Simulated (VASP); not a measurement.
Here is a VASP 6.6.1 calculation.

INCAR

```
PREC     = Accurate       # precision mode
ENCUT    = 520            # plane-wave cutoff, eV
EDIFF    = 1E-6           # SCF threshold, eV
ISMEAR   = 0              # smearing method
SIGMA    = 0.1            # smearing width, eV
LREAL    = False          # projectors in reciprocal space
LASPH    = True           # aspherical terms in the spheres
NELM     = 60             # most SCF steps
ALGO     = Normal         # electronic algorithm
ISIF     = 2              # what is computed and relaxed
LWAVE    = False          # write WAVECAR
LCHARG   = False          # write CHGCAR
GGA      = PE             # functional
NBANDS   = 22             # bands
```

The input KPOINTS:

```
regular mesh
0
Gamma
  6 6 4
```

The input POSCAR:

```
InH
1.0
    3.7886469861      0.0000000000      0.0000000000
    0.0000000000      3.7886469861      0.0000000000
    0.0000000000      0.0000000000      4.7108803643
In H
2 2
Direct
    0.0000000000      0.5000000000      0.2700665043
    0.5000000000      0.0000000000      0.7299334957
    0.0000000000      0.0000000000      0.0000000000
    0.5000000000      0.5000000000      0.0000000000
```

Potentials or basis: VASP PAW PBE potentials, release 64 (In_d, H).

Launch:

```sh
$ cat potpaw_PBE.64/In_d/POTCAR potpaw_PBE.64/H/POTCAR > POTCAR
$ mpirun -np 1 vasp_std > vasp.out
```

(1) What does it give for the largest force?

(2) Predict the pressure.

(3) Estimate the band gap on the k mesh.

## Answers

(1) 0.022 eV/Å.

(2) -0.3 GPa.

(3) zero (bands 14 and 15 overlap by 4.18 eV).

Caveat: spin-orbit coupling is left out, which moves the levels of the heavy elements.
